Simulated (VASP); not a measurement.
# MgS (Fm-3m) in VASP: single point with PBEsol

Aim: the single point of MgS with PBEsol.

Program: VASP 6.6.1. These are calculated values, not measurements. Logs are shortened: lines on timing, memory, paths and dates and some standing lists are left out, and cuts for length are marked.

## Step 1: The cell of the first run

Symmetry: Fm-3m, No. 225, cubic system. Conventional cell: a = 5.182 Å, b = 5.182 Å, c = 5.182 Å, α = 90.00°, β = 90.00°, γ = 90.00°. Mg (site symmetry m-3m) has 6 S at 2.59 Å within 3.4 Å. Within 3.4 Å of S (site symmetry m-3m) lie 6 Mg at 2.59 Å.

## Step 2: Single point, PBEsol

The input, INCAR:

```
SYSTEM = MgS
ALGO = Normal ; EDIFF = 1E-6
ENCUT = 600 ; GGA = PS
GGA_COMPAT = .FALSE. ; ISIF = 2
ISMEAR = 0 ; LASPH = .TRUE.
LCHARG = .FALSE. ; LREAL = .FALSE.
LWAVE = .FALSE. ; NBANDS = 11
NELM = 120 ; PREC = Accurate
SIGMA = 0.02
```

The input, KPOINTS:

```
k-points
0
G
  12 12 12
  0 0 0
```

The input, POSCAR:

```
MgS
1.0
    0.0000000000      2.5908700919      2.5908700919
    2.5908700919      0.0000000000      2.5908700919
    2.5908700919      2.5908700919      0.0000000000
Mg S
1 1
Direct
    0.0000000000      0.0000000000      0.0000000000
    0.5000000000      0.5000000000      0.5000000000
```

Potentials or basis: VASP PAW PBE potentials, release 64 (Mg, S).

The run is started by

```sh
> cat potpaw_PBE.64/Mg/POTCAR potpaw_PBE.64/S/POTCAR > POTCAR
> mpirun -np 1 vasp_std > vasp.out
```

OUTCAR:

```text
SYSTEM = MgS
   EDIFF = 1E-6
   ENCUT = 600
   GGA = PS
   ISIF = 2
   ISMEAR = 0
   LASPH = .TRUE.
   LREAL = .FALSE.
   NELM = 120
   PREC = Accurate

 ion  position               nearest neighbor table
   1  0.000  0.000  0.000-   2 2.59   2 2.59   2 2.59   2 2.59   2 2.59   2 2.59
   2  0.500  0.500  0.500-   1 2.59   1 2.59   1 2.59   1 2.59   1 2.59   1 2.59

  LATTYP: Found a face centered cubic cell.
 ALAT       =     5.1817401838

  Lattice vectors:

 A1 = (   0.0000000000,   2.5908700919,   2.5908700919)
 A2 = (   2.5908700919,   0.0000000000,   2.5908700919)
 A3 = (   2.5908700919,   2.5908700919,   0.0000000000)

Analysis of symmetry for initial positions (statically):
=====================================================================
 Subroutine PRICEL returns:
 Original cell was already a primitive cell.

 Routine SETGRP: Setting up the symmetry group for a
 face centered cubic supercell.

 Subroutine GETGRP returns: Found 48 space group operations
 (whereof 48 operations were pure point group operations)
 out of a pool of 48 trial point group operations.

The static configuration has the point symmetry O_h .

Analysis of symmetry for dynamics (positions and initial velocities):
=====================================================================
 Subroutine PRICEL returns:
 Original cell was already a primitive cell.

 Routine SETGRP: Setting up the symmetry group for a
 face centered cubic supercell.

 Subroutine GETGRP returns: Found 48 space group operations
 (whereof 48 operations were pure point group operations)
 out of a pool of 48 trial point group operations.

The dynamic configuration has the point symmetry O_h .

 Subroutine INISYM returns: Found 48 space group operations
 (whereof 48 operations are pure point group operations),
 and found     1 'primitive' translations

----------------------------------------------------------------------------------------

                                     Primitive cell

  volume of cell :      34.7830

  direct lattice vectors                    reciprocal lattice vectors
     0.000000000  2.590870092  2.590870092    -0.192985361  0.192985361  0.192985361
     2.590870092  0.000000000  2.590870092     0.192985361 -0.192985361  0.192985361
     2.590870092  2.590870092  0.000000000     0.192985361  0.192985361 -0.192985361

  length of vectors
     3.664043622  3.664043622  3.664043622     0.334260450  0.334260450  0.334260450

  position of ions in fractional coordinates (direct lattice)
     0.000000000  0.000000000  0.000000000
     0.500000000  0.500000000  0.500000000

  ion indices of the primitive-cell ions
   primitive index   ion index
                 1           1
                 2           2

----------------------------------------------------------------------------------------

 KPOINTS: k-points

Automatic generation of k-mesh.
 Grid dimensions read from file:
 generate k-points for:   12   12   12

 Generating k-lattice:

  Cartesian coordinates                     Fractional coordinates (reciprocal lattice)
    -0.016082113  0.016082113  0.016082113     0.083333333  0.000000000  0.000000000
     0.016082113 -0.016082113  0.016082113     0.000000000  0.083333333  0.000000000
     0.016082113  0.016082113 -0.016082113     0.000000000  0.000000000  0.083333333

  Length of vectors
     0.027855038  0.027855038  0.027855038

  Shift w.r.t. Gamma in fractional coordinates (k-lattice)
     0.000000000  0.000000000  0.000000000

 Subroutine IBZKPT returns following result:
 ===========================================

 Found     72 irreducible k-points:

 Following reciprocal coordinates:
            Coordinates               Weight
  0.000000  0.000000  0.000000      1.000000
  0.083333  0.000000  0.000000      8.000000
  0.166667  0.000000  0.000000      8.000000
  0.250000  0.000000  0.000000      8.000000
  0.333333  0.000000  0.000000      8.000000
  0.416667  0.000000  0.000000      8.000000
[... 16 lines left out ...]
  0.500000  0.166667  0.000000     24.000000
 -0.416667  0.166667  0.000000     24.000000
 [... further k-points ...]
   k-points           NKPTS =     72   k-points in BZ     NKDIM =     72   number of bands    NBANDS=     11
   number of dos      NEDOS =    301   number of ions     NIONS =      2
   total plane-waves  NPLWV =  27000
   dimension x,y,z NGX =    30 NGY =   30 NGZ =   30
   dimension x,y,z NGXF=    60 NGYF=   60 NGZF=   60
   ions per type =               1   1
   NGX,Y,Z   is equivalent  to a cutoff of  13.61, 13.61, 13.61 a.u.
   NGXF,Y,Z  is equivalent  to a cutoff of  27.22, 27.22, 27.22 a.u.
 SYSTEM =  MgS
   PREC   = accura    normal or accurate (medium, high low for compatibility)
   ISTART =      0    job   : 0-new  1-cont  2-samecut
   ICHARG =      2    charge: 1-file 2-atom 10-const
   ISPIN  =      1    spin polarized calculation?
   LNONCOLLINEAR =      F non collinear calculations
   LSORBIT =      F    spin-orbit coupling
   LASPH  =      T    aspherical Exc in radial PAW
   ENCUT  =  600.0 eV  44.10 Ry    6.64 a.u.   7.32  7.32  7.32*2*pi/ulx,y,z
   NELM   =    120;   NELMIN=  2; NELMDL= -5     # of ELM steps
   EDIFF  = 0.1E-05   stopping-criterion for ELM
   LREAL  =      F    real-space projection
   EDIFFG = 0.1E-04   stopping-criterion for IOM
   NSW    =      0    number of steps for IOM
   IBRION =     -1    ionic relax: 0-MD 1-quasi-New 2-CG
   NFREE  =      0    steps in history (QN), initial steepest desc. (CG)
   ISIF   =      2    stress and relaxation
   ISYM   =      2    0-nonsym 1-usesym 2-fastsym
   POTIM  = 0.5000    time-step for ionic-motion
   TEBEG  =    0.0;   TEEND  =   0.0 temperature during run
   PSTRESS=    0.0 pullay stress
   NELECT =       8.0000    total number of electrons
   NUPDOWN=      -1.0000    fix difference up-down
   EMIN   =  10.00;   EMAX   =-10.00  energy-range for DOS
   EFERMI =   0.00;   METHOD = LEGACY
   ISMEAR =     0;   SIGMA  =   0.02  broadening in eV -4-tet -1-fermi 0-gaus
   EFERMI_NEDOS =   21; number of points for ismear=-14 and -15
   IALGO  =     38    algorithm
   IMIX   =      4    mixing-type and parameters
     AMIX     =   0.40;   BMIX     =  1.00
     AMIX_MAG =   1.60;   BMIX_MAG =  1.00
  volume/ion in A,a.u.               =      17.39       117.36
  Fermi-wavevector in a.u.,A,eV,Ry     =   1.003034  1.895460 13.688524  1.006078
  Thomas-Fermi vector in A             =   2.135560
   LORBIT       =      0    0 simple, 1 ext, 2 COOP (PROOUT), +10 PAW based schemes
   GGA     = PS    functional components
   LHFCALC =     F    Hartree Fock is set to
   AEXX    =    0.0000 exact exchange contribution
   IVDW    =     0    specifies the selected vdW correction
   LEPSILON=     F    determine dielectric tensor
   LRPA    =     F    only Hartree local field effects (RPA)
 non-spin polarized calculation
 Gauss-broadening in eV      SIGMA  =   0.02
  energy-cutoff  :      600.00
  volume of cell :       34.78
 maximum number of plane-waves:      1211
 NGX is ok and might be reduce to    30
   NGX = 15   NGY = 15   NGZ = 15

 number of electron       8.0000000 magnetization

 Free energy of the ion-electron system (eV)
  ---------------------------------------------------
  ext. energy  EPLUGINS =         0.00000000
  ---------------------------------------------------
  free energy    TOTEN  =        -9.07576822 eV

  energy without entropy =       -9.07576822  energy(sigma->0) =       -9.07576822

 E-fermi :   3.8710     XC(G=0):  -9.8883

 val. band max:        3.7870967323   @ k =   0.0000   0.0000   0.0000
 cond. band min:       6.5170372808   @ k =   0.5000   0.5000   0.0000
 fundamental gap:      2.7299405485
 Fermi energy:         3.8709687078

 k-point     1 :       0.0000    0.0000    0.0000
  band No.  band energies     occupation
      1      -8.9680      2.00000
      2       3.7871      2.00000
      3       3.7871      2.00000
      4       3.7871      2.00000
      5       7.4782      0.00000
      6      11.6329      0.00000
      7      11.6329      0.00000
      8      11.6329      0.00000
      9      14.1118      0.00000
     10      14.1118      0.00000
     11      16.1127      0.00000

 k-point     2 :       0.0833    0.0000    0.0000
  band No.  band energies     occupation
      1      -8.8980      2.00000
      2       3.2422      2.00000
      3       3.7379      2.00000
      4       3.7379      2.00000
      5       7.9200      0.00000
      6      11.4255      0.00000
      7      11.7737      0.00000
      8      11.7737      0.00000
      9      13.7238      0.00000
     10      13.7238      0.00000
     11      16.5577      0.00000

 k-point     3 :       0.1667    0.0000    0.0000
  band No.  band energies     occupation
      1      -8.6959      2.00000
      2       2.1141      2.00000
      3       3.6106      2.00000
      4       3.6106      2.00000
      5       8.5635      0.00000
      6      11.3551      0.00000
      7      11.9168      0.00000
      8      11.9168      0.00000
      9      13.3920      0.00000
     10      13.3920      0.00000
     11      16.1863      0.00000

 k-point     4 :       0.2500    0.0000    0.0000
  band No.  band energies     occupation
      1      -8.3895      2.00000
      2       0.9066      2.00000
      3       3.4517      2.00000
      4       3.4517      2.00000
      5       8.6621      0.00000
      6      11.5395      0.00000
      7      11.5395      0.00000
      8      12.0695      0.00000
      9      14.0260      0.00000
     10      14.0260      0.00000
     11      15.6319      0.00000
[... 239 lines left out ...]
 k-point    22 :       0.4167    0.1667    0.0000
  band No.  band energies     occupation
      1      -7.7573      2.00000
      2      -0.2546      2.00000
      3       2.4176      2.00000
      4       2.8044      2.00000
      5       8.8172      0.00000
      6      10.3054      0.00000
      7      12.0069      0.00000
      8      12.0599      0.00000
      9      15.7436      0.00000
     10      17.5113      0.00000
     11      17.5725      0.00000

 k-point    23 :       0.5000    0.1667    0.0000
  band No.  band energies     occupation
      1      -7.5292      2.00000
      2      -0.7557      2.00000
      3       2.1371      2.00000
      4       2.8333      2.00000
      5       8.7968      0.00000
      6      10.2045      0.00000
      7      11.6376      0.00000
      8      13.1816      0.00000
      9      16.0837      0.00000
     10      17.8769      0.00000
     11      18.2567      0.00000

 k-point    24 :      -0.4167    0.1667    0.0000
  band No.  band energies     occupation
      1      -7.4939      2.00000
      2      -0.8238      2.00000
      3       1.9633      2.00000
      4       2.9530      2.00000
      5       8.9764      0.00000
      6      10.1911      0.00000
      7      11.3885      0.00000
      8      13.7805      0.00000
      9      16.4071      0.00000
     10      16.6122      0.00000
     11      17.6264      0.00000

 [... further k-points ...]
[... 5 lines left out ...]
  --------------------------------------------------------------------------------------
  -------------------------------------------------------------------------------------
  Total       -0.0393802     -0.0393802     -0.0393802      0.0000000      0.0000000     -0.0000000
  in kB       -1.8139344     -1.8139344     -1.8139344      0.0000000      0.0000000     -0.0000000
  external PRESSURE =      -1.8139344 kB  Pullay stress =       0.0000000 kB

 VOLUME and BASIS-vectors are now :
 -----------------------------------------------------------------------------
  energy-cutoff  :      600.00
  volume of cell :       34.78
      direct lattice vectors                 reciprocal lattice vectors
     0.000000000  2.590870092  2.590870092    -0.192985361  0.192985361  0.192985361
     2.590870092  0.000000000  2.590870092     0.192985361 -0.192985361  0.192985361
     2.590870092  2.590870092  0.000000000     0.192985361  0.192985361 -0.192985361

 POSITION                                       TOTAL-FORCE (eV/Angst)
 -----------------------------------------------------------------------------------
      0.00000      0.00000      0.00000         0.000000      0.000000     -0.000000
      2.59087      2.59087      2.59087        -0.000000     -0.000000      0.000000
 -----------------------------------------------------------------------------------
    total drift:                               -0.000000     -0.000000      0.000000

  FREE ENERGIE OF THE ION-ELECTRON SYSTEM (eV)
  ---------------------------------------------------
  free  energy   TOTEN  =        -9.0757682154 eV

  energy  without entropy=       -9.0757682154  energy(sigma->0) =       -9.07576822
```

Wall time 74 s (1 thread of Intel Xeon 8259CL, shared host); peak memory 0.16 GiB.

What came out:

* Free energy: -9.0758 eV
* Pressure: -0.2 GPa
* Band gap on the k mesh: 2.73 eV (least direct gap 3.69 eV)

Caveat: the PAW data sets were made with another functional, which shifts forces and pressure a little. A k mesh can miss the band edges.
